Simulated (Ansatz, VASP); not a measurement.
## One calculation of BN, two programs

```xyz
8
Lattice="2.5042 0.0000 0.0000 -1.2521 2.1687 0.0000 0.0000 0.0000 25.4461" Properties=species:S:1:pos:R:3 pbc="T T T"
B     1.2521    0.7229    7.5000
B     0.0000    1.4458   10.9815
B     0.0000    0.0000   14.4631
B     1.2521    0.7229   17.9446
N     0.0000    1.4458    7.5015
N     0.0000    0.0000   10.9831
N     1.2521    0.7229   14.4646
N     0.0000    1.4458   17.9461
```

Alike in both runs: task relaxation of the atoms; functional PBEsol; k mesh 12 × 12 × 1; occupations gaussian, width 0.05 eV; no spin polarisation.

```csv
,VASP,Ansatz
version,VASP 6.6.1,Ansatz 0.2.0
potentials or method,"VASP PAW PBE potentials, release 64 (B, N), cutoff 520 eV","scalar-relativistic, plane waves, PAW"
valence electrons in the cell,32,32
```

```csv
,VASP,Ansatz,Ansatz less VASP
"gap on the k mesh at the Fermi level, each at its own relaxed structure (eV)",4.19,4.21,+0.017
```

VASP's potentials were made for PBE, not for PBEsol. Ansatz's warnings: xc potential rough in thin density.
